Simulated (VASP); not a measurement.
# Ba (P6_3/mmc) in VASP: notebook

The runs below take Ba through single point, with BLYP.

All numbers are computed with VASP 6.6.1; they aren't measurements. Logs are shortened: lines on timing, memory, paths and dates and some standing lists are left out, and cuts for length are marked.

## 1. The cell of the first run

The structure is hexagonal, space group P6_3/mmc (No. 194). Conventional cell: a = 4.563 Å, b = 4.563 Å, c = 14.892 Å, α = 90.00°, β = 90.00°, γ = 120.00°.

This isn't the form of Ba at room conditions, which is bcc.

## 2. Single point, BLYP

Input file INCAR:

```
SYSTEM = Ba
AGGAC = 1.0
AGGAX = 1.0
ALDAC = 0.0
ALDAX = 1.0
ALGO = Normal
EDIFF = 1E-6
ENCUT = 520
GGA = B5
ISIF = 2
ISMEAR = -1
LASPH = .True.
LCHARG = .True.
LELF = .True.
LREAL = .False.
LVHAR = .True.
LWAVE = .False.
NBANDS = 28
NELM = 100
PREC = Accurate
SIGMA = 0.1
```

Input file KPOINTS:

```
k-points
0
Gamma
  8 8 3
  0 0 0
```

Input file POSCAR:

```
Ba
1.0
    4.5626133709      0.0000000000      0.0000000000
   -2.2813066855      3.9513390869      0.0000000000
    0.0000000000      0.0000000000     14.8924460695
Ba
4
Direct
    0.0000000000      1.0000000000      1.0000000000
    0.0000000000      1.0000000000      0.5000000000
    0.3333333333      0.6666666667      0.2500000000
    0.6666666667      0.3333333333      0.7500000000
```

Potentials or basis: VASP PAW PBE potentials, release 64 (Ba_sv).

Run with:

```bash
$ cat potpaw_PBE.64/Ba_sv/POTCAR > POTCAR
$ mpirun -np 1 vasp_std > vasp.out
```

OUTCAR:

```text
SYSTEM = Ba
   EDIFF = 1E-6
   ENCUT = 520
   GGA = B5
   ISIF = 2
   ISMEAR = -1
   LASPH = .True.
   LREAL = .False.
   NELM = 100
   PREC = Accurate

 ion  position               nearest neighbor table
   1  0.000  0.000  0.000-   3 4.56   4 4.56   4 4.56   3 4.56   4 4.56   3 4.56
   2  0.000  0.000  0.500-   3 4.56   4 4.56   4 4.56   3 4.56   4 4.56   3 4.56
   3  0.333  0.667  0.250-   1 4.56   2 4.56   1 4.56   2 4.56   1 4.56   2 4.56
   4  0.667  0.333  0.750-   1 4.56   2 4.56   1 4.56   2 4.56   1 4.56   2 4.56

  LATTYP: Found a hexagonal cell.
 ALAT       =     4.5626133709
 C/A-ratio  =     3.2640166630

  Lattice vectors:

 A1 = (   4.5626133709,   0.0000000000,   0.0000000000)
 A2 = (  -2.2813066855,   3.9513390869,   0.0000000000)
 A3 = (   0.0000000000,   0.0000000000,  14.8924460695)

Analysis of symmetry for initial positions (statically):
=====================================================================
 Subroutine PRICEL returns:
 Original cell was already a primitive cell.

 Routine SETGRP: Setting up the symmetry group for a
 hexagonal supercell.

 Subroutine GETGRP returns: Found 24 space group operations
 (whereof 12 operations were pure point group operations)
 out of a pool of 24 trial point group operations.

The static configuration has the point symmetry D_3d.
 The point group associated with its full space group is D_6h.

Analysis of symmetry for dynamics (positions and initial velocities):
=====================================================================
 Subroutine PRICEL returns:
 Original cell was already a primitive cell.

 Routine SETGRP: Setting up the symmetry group for a
 hexagonal supercell.

 Subroutine GETGRP returns: Found 24 space group operations
 (whereof 12 operations were pure point group operations)
 out of a pool of 24 trial point group operations.

The dynamic configuration has the point symmetry D_3d.
 The point group associated with its full space group is D_6h.

 Subroutine INISYM returns: Found 24 space group operations
 (whereof 12 operations are pure point group operations),
 and found     1 'primitive' translations

----------------------------------------------------------------------------------------

                                     Primitive cell

  volume of cell :     268.4875

  direct lattice vectors                    reciprocal lattice vectors
     4.562613371  0.000000000  0.000000000     0.219172636  0.126539380  0.000000000
[... 85 lines left out ...]
   EDIFF  = 0.1E-05   stopping-criterion for ELM
   LREAL  =      F    real-space projection
   EDIFFG = 0.1E-04   stopping-criterion for IOM
   NSW    =      0    number of steps for IOM
   IBRION =     -1    ionic relax: 0-MD 1-quasi-New 2-CG
   NFREE  =      0    steps in history (QN), initial steepest desc. (CG)
   ISIF   =      2    stress and relaxation
   ISYM   =      2    0-nonsym 1-usesym 2-fastsym
   POTIM  = 0.5000    time-step for ionic-motion
   TEBEG  =    0.0;   TEEND  =   0.0 temperature during run
   PSTRESS=    0.0 pullay stress
   NELECT =      40.0000    total number of electrons
   NUPDOWN=      -1.0000    fix difference up-down
   EMIN   =  10.00;   EMAX   =-10.00  energy-range for DOS
   EFERMI =   0.00;   METHOD = LEGACY
   ISMEAR =    -1;   SIGMA  =   0.10  broadening in eV -4-tet -1-fermi 0-gaus
   EFERMI_NEDOS =   21; number of points for ismear=-14 and -15
   IALGO  =     38    algorithm
   IMIX   =      4    mixing-type and parameters
     AMIX     =   0.40;   BMIX     =  1.00
     AMIX_MAG =   1.60;   BMIX_MAG =  1.00
  volume/ion in A,a.u.               =      67.12       452.96
  Fermi-wavevector in a.u.,A,eV,Ry     =   0.867868  1.640032 10.247830  0.753194
  Thomas-Fermi vector in A             =   1.986464
   LORBIT       =      0    0 simple, 1 ext, 2 COOP (PROOUT), +10 PAW based schemes
   GGA     = B5    functional components
   LHFCALC =     F    Hartree Fock is set to
   AEXX    =    0.0000 exact exchange contribution
   IVDW    =     0    specifies the selected vdW correction
   LEPSILON=     F    determine dielectric tensor
   LRPA    =     F    only Hartree local field effects (RPA)
 non-spin polarized calculation
  energy-cutoff  :      520.00
  volume of cell :      268.49
 maximum number of plane-waves:      7309
 NGX is ok and might be reduce to    36
   NGX = 17   NGY = 17   NGZ = 55

 number of electron      39.9999996 magnetization

 Free energy of the ion-electron system (eV)
  ---------------------------------------------------
  ext. energy  EPLUGINS =         0.00000000
  ---------------------------------------------------
  free energy    TOTEN  =        -5.04599436 eV

  energy without entropy =       -4.80546035  energy(sigma->0) =       -4.92572736

 E-fermi :   1.9549     XC(G=0):  -6.7311

 val. band max:        1.9343666614   @ k =   0.2500   0.2500   0.0000
 cond. band min:       1.9904584676   @ k =   0.5000   0.0000   0.3333
 fundamental gap:      0.0560918062
 Fermi energy:         1.9549086156

 k-point     1 :       0.0000    0.0000    0.0000
  band No.  band energies     occupation
      1     -27.1036      2.00000
      2     -27.0889      2.00000
      3     -27.0880      2.00000
      4     -27.0733      2.00000
      5     -12.5199      2.00000
      6     -12.3407      2.00000
[... 609 lines left out ...]
     27       2.9773      0.00007
     28       3.0276      0.00004

------------------------ aborting loop because EDIFF is reached ----------------------------------------

  FORCE on cell =-STRESS in cart. coord.  units (eV):
  Direction    XX          YY          ZZ          XY          YZ          ZX
  --------------------------------------------------------------------------------------
  -------------------------------------------------------------------------------------
  Total        0.1097069      0.1097069      0.1080281     -0.0000000     -0.0000000      0.0000000
  in kB        0.6546673      0.6546673      0.6446489     -0.0000000     -0.0000000      0.0000000
  external PRESSURE =       0.6513278 kB  Pullay stress =       0.0000000 kB

 VOLUME and BASIS-vectors are now :
 -----------------------------------------------------------------------------
  energy-cutoff  :      520.00
  volume of cell :      268.49
      direct lattice vectors                 reciprocal lattice vectors
     4.562613371  0.000000000  0.000000000     0.219172636  0.126539380  0.000000000
    -2.281306686  3.951339087  0.000000000     0.000000000  0.253078761  0.000000000
     0.000000000  0.000000000 14.892446070     0.000000000  0.000000000  0.067148136

 POSITION                                       TOTAL-FORCE (eV/Angst)
 -----------------------------------------------------------------------------------
      0.00000      0.00000      0.00000        -0.000000     -0.000000      0.000000
      0.00000      0.00000      7.44622        -0.000000     -0.000000      0.000000
     -0.00000      2.63423      3.72311        -0.000000      0.000000     -0.000000
      2.28131      1.31711     11.16933         0.000000      0.000000     -0.000000
 -----------------------------------------------------------------------------------
    total drift:                               -0.000000      0.000000      0.000000

  FREE ENERGIE OF THE ION-ELECTRON SYSTEM (eV)
  ---------------------------------------------------
  free  energy   TOTEN  =        -5.0459943636 eV

  energy  without entropy=       -4.8054603546  energy(sigma->0) =       -4.92572736
```

OSZICAR:

```text
N       E                     dE             d eps       ncg     rms          rms(c)
DAV:   1     0.328809189920E+03    0.32881E+03   -0.15798E+04  1120   0.116E+03
DAV:   2     0.216115236251E+02   -0.30720E+03   -0.30190E+03  1640   0.236E+02
DAV:   3    -0.414448749135E+01   -0.25756E+02   -0.25247E+02  1668   0.688E+01
DAV:   4    -0.502413445382E+01   -0.87965E+00   -0.87237E+00  1684   0.106E+01
DAV:   5    -0.503961763407E+01   -0.15483E-01   -0.15420E-01  1556   0.144E+00    0.349E+00
DAV:   6    -0.503596144834E+01    0.36562E-02   -0.22215E-02  1540   0.115E+00    0.211E+00
DAV:   7    -0.504372179850E+01   -0.77604E-02   -0.53638E-02  1324   0.196E+00    0.135E-01
DAV:   8    -0.504551824246E+01   -0.17964E-02   -0.25312E-03  1496   0.297E-01    0.588E-02
DAV:   9    -0.504592005733E+01   -0.40181E-03   -0.69888E-04  1328   0.128E-01    0.199E-02
DAV:  10    -0.504597247051E+01   -0.52413E-04   -0.11689E-04  1536   0.384E-02    0.116E-02
DAV:  11    -0.504599307662E+01   -0.20606E-04   -0.50428E-05  1152   0.192E-02    0.674E-03
DAV:  12    -0.504599445970E+01   -0.13831E-05   -0.58751E-06  1260   0.116E-02    0.241E-03
DAV:  13    -0.504599436363E+01    0.96073E-07   -0.91213E-07   904   0.436E-03
   1 F= -.50459944E+01 E0= -.49257274E+01  d E =-.240534E+00
```

Run time: 6 min. Hardware: 1 thread of Intel Xeon 8259CL, shared host; peak memory 0.41 GiB.

What came out:

| Quantity | Value |
| --- | --- |
| Free energy | -5.0460 eV |
| Pressure | 0.1 GPa |
| Band gap on the k mesh | zero (bands 20 and 21 overlap by 0.13 eV) |

Levels at points of the mesh, in eV from the Fermi level:
| k point | band 16 | band 17 | band 18 | band 19 | band 20 | band 21 | band 22 | band 23 | band 24 | band 25 |
| --- | --- | --- | --- | --- | --- | --- | --- | --- | --- | --- |
| (0.00, 0.00, 0.00) | -14.10 | -2.68 | -1.78 | -1.78 | -0.93 | 0.91 | 0.94 | 1.05 | 1.47 | 1.47 |
| (0.50, 0.00, 0.00) | -14.15 | -0.90 | -0.80 | -0.46 | -0.39 | 0.10 | 0.11 | 0.27 | 0.80 | 0.88 |

Caveat: the PAW data sets were made with another functional, which shifts forces and pressure a little; spin-orbit coupling is left out, which moves the levels of the heavy elements.

## 3. Single point, BLYP (59.07 Å³/atom)

This run uses another cell than the first one, of 59.07 Å³/atom.

INCAR, as its differences from that of step 2:

```diff
@@ -12,9 +12,7 @@
 LASPH = .True.
-LCHARG = .True.
-LELF = .True.
+LCHARG = .False.
 LREAL = .False.
-LVHAR = .True.
 LWAVE = .False.
 NBANDS = 28
-NELM = 100
+NELM = 60
 PREC = Accurate
```

Input file KPOINTS:

```
k-points
0
Gamma
  9 9 3
  0 0 0
```

Input file POSCAR:

```
Ba
1.0
    4.3722792611      0.0000000000      0.0000000000
   -2.1861396306      3.7865049126      0.0000000000
    0.0000000000      0.0000000000     14.2711923636
Ba
4
Direct
    0.0000000000      1.0000000000      1.0000000000
    0.0000000000      1.0000000000      0.5000000000
    0.3333333333      0.6666666667      0.2500000000
    0.6666666667      0.3333333333      0.7500000000
```

Potentials or basis: VASP PAW PBE potentials, release 64 (Ba_sv).

Run with:

```bash
$ cat potpaw_PBE.64/Ba_sv/POTCAR > POTCAR
$ mpirun -np 1 vasp_std > vasp.out
```

OUTCAR:

```text
SYSTEM = Ba
   EDIFF = 1E-6
   ENCUT = 520
   GGA = B5
   ISIF = 2
   ISMEAR = -1
   LASPH = .True.
   LREAL = .False.
   NELM = 60
   PREC = Accurate

 ion  position               nearest neighbor table
   1  0.000  0.000  0.000-   3 4.37   4 4.37   4 4.37   3 4.37   4 4.37   3 4.37
   2  0.000  0.000  0.500-   3 4.37   4 4.37   4 4.37   3 4.37   4 4.37   3 4.37
   3  0.333  0.667  0.250-   1 4.37   2 4.37   1 4.37   2 4.37   1 4.37   2 4.37
   4  0.667  0.333  0.750-   1 4.37   2 4.37   1 4.37   2 4.37   1 4.37   2 4.37

  LATTYP: Found a hexagonal cell.
 ALAT       =     4.3722792611
 C/A-ratio  =     3.2640166630

  Lattice vectors:

 A1 = (   4.3722792611,   0.0000000000,   0.0000000000)
 A2 = (  -2.1861396306,   3.7865049126,   0.0000000000)
 A3 = (   0.0000000000,   0.0000000000,  14.2711923636)

Analysis of symmetry for initial positions (statically):
=====================================================================
 Subroutine PRICEL returns:
 Original cell was already a primitive cell.

 Routine SETGRP: Setting up the symmetry group for a
 hexagonal supercell.

 Subroutine GETGRP returns: Found 24 space group operations
 (whereof 12 operations were pure point group operations)
 out of a pool of 24 trial point group operations.

The static configuration has the point symmetry D_3d.
 The point group associated with its full space group is D_6h.

Analysis of symmetry for dynamics (positions and initial velocities):
=====================================================================
 Subroutine PRICEL returns:
 Original cell was already a primitive cell.

 Routine SETGRP: Setting up the symmetry group for a
 hexagonal supercell.

 Subroutine GETGRP returns: Found 24 space group operations
 (whereof 12 operations were pure point group operations)
 out of a pool of 24 trial point group operations.

The dynamic configuration has the point symmetry D_3d.
 The point group associated with its full space group is D_6h.

[... 118 lines left out ...]
   IALGO  =     38    algorithm
   IMIX   =      4    mixing-type and parameters
     AMIX     =   0.40;   BMIX     =  1.00
     AMIX_MAG =   1.60;   BMIX_MAG =  1.00
  volume/ion in A,a.u.               =      59.07       398.61
  Fermi-wavevector in a.u.,A,eV,Ry     =   0.905648  1.711426 11.159467  0.820198
  Thomas-Fermi vector in A             =   2.029241
   LORBIT       =      0    0 simple, 1 ext, 2 COOP (PROOUT), +10 PAW based schemes
   GGA     = B5    functional components
   LHFCALC =     F    Hartree Fock is set to
   AEXX    =    0.0000 exact exchange contribution
   IVDW    =     0    specifies the selected vdW correction
   LEPSILON=     F    determine dielectric tensor
   LRPA    =     F    only Hartree local field effects (RPA)
 non-spin polarized calculation
  energy-cutoff  :      520.00
  volume of cell :      236.27
 maximum number of plane-waves:      6384
 NGX is ok and might be reduce to    36
   NGX = 17   NGY = 17   NGZ = 53

 number of electron      39.9999997 magnetization

 Free energy of the ion-electron system (eV)
  ---------------------------------------------------
  ext. energy  EPLUGINS =         0.00000000
  ---------------------------------------------------
  free energy    TOTEN  =        -4.91288418 eV

  energy without entropy =       -4.68112131  energy(sigma->0) =       -4.79700274

 E-fermi :   2.3921     XC(G=0):  -7.1269

 val. band max:        2.3725622176   @ k =   0.2222   0.2222   0.0000
 cond. band min:       2.3956287886   @ k =   0.4444   0.0000   0.3333
 fundamental gap:      0.0230665710
 Fermi energy:         2.3921495577

 k-point     1 :       0.0000    0.0000    0.0000
  band No.  band energies     occupation
      1     -26.4627      2.00000
      2     -26.4393      2.00000
      3     -26.4322      2.00000
      4     -26.4085      2.00000
      5     -11.9962      2.00000
      6     -11.7278      2.00000
[... 733 lines left out ...]
     27       3.4744      0.00004
     28       3.5324      0.00002

------------------------ aborting loop because EDIFF is reached ----------------------------------------

  FORCE on cell =-STRESS in cart. coord.  units (eV):
  Direction    XX          YY          ZZ          XY          YZ          ZX
  --------------------------------------------------------------------------------------
  -------------------------------------------------------------------------------------
  Total        1.9530655      1.9530655      1.9184440     -0.0000000     -0.0000000      0.0000000
  in kB       13.2440473     13.2440473     13.0092729     -0.0000000     -0.0000000      0.0000000
  external PRESSURE =      13.1657892 kB  Pullay stress =       0.0000000 kB

 VOLUME and BASIS-vectors are now :
 -----------------------------------------------------------------------------
  energy-cutoff  :      520.00
  volume of cell :      236.27
      direct lattice vectors                 reciprocal lattice vectors
     4.372279261  0.000000000  0.000000000     0.228713662  0.132047894  0.000000000
    -2.186139631  3.786504913  0.000000000     0.000000000  0.264095788  0.000000000
     0.000000000  0.000000000 14.271192364     0.000000000  0.000000000  0.070071230

 POSITION                                       TOTAL-FORCE (eV/Angst)
 -----------------------------------------------------------------------------------
      0.00000      0.00000      0.00000        -0.000000      0.000000      0.000000
      0.00000      0.00000      7.13560         0.000000      0.000000      0.000000
     -0.00000      2.52434      3.56780        -0.000000      0.000000     -0.000000
      2.18614      1.26217     10.70339         0.000000      0.000000     -0.000000
 -----------------------------------------------------------------------------------
    total drift:                               -0.000000      0.000000      0.000000

  FREE ENERGIE OF THE ION-ELECTRON SYSTEM (eV)
  ---------------------------------------------------
  free  energy   TOTEN  =        -4.9128841756 eV

  energy  without entropy=       -4.6811213127  energy(sigma->0) =       -4.79700274
```

stdout:

```text
POSCAR found type information on POSCAR Ba
 POSCAR found :  1 types and       4 ions
 scaLAPACK will be used
 -----------------------------------------------------------------------------
|                                                                             |
|                                                                             |
|     You enforced a specific xc type in the INCAR file but a different       |
|     I HOPE YOU KNOW WHAT YOU ARE DOING!                                     |
|                                                                             |
 -----------------------------------------------------------------------------

 LDA part: xc-table for (Slater(with rela. corr.)+VWN5), standard interpolation
 POSCAR, INCAR and KPOINTS ok, starting setup
 FFT: planning ... GRIDC
 FFT: planning ... GRID_SOFT
 FFT: planning ... GRID
 WAVECAR not read
 entering main loop
```

It took 5.8 min on 1 thread of Intel Xeon 8259CL, shared host; peak memory 0.41 GiB.

What came out:

* Free energy: -4.9129 eV
* Pressure: 1.3 GPa
* Band gap on the k mesh: zero (bands 20 and 21 overlap by 0.25 eV)

Caveat: the PAW data sets were made with another functional, which shifts forces and pressure a little; spin-orbit coupling is left out, which moves the levels of the heavy elements.

The gap in the log of VASP goes by the Fermi energy; the results here count the filled bands.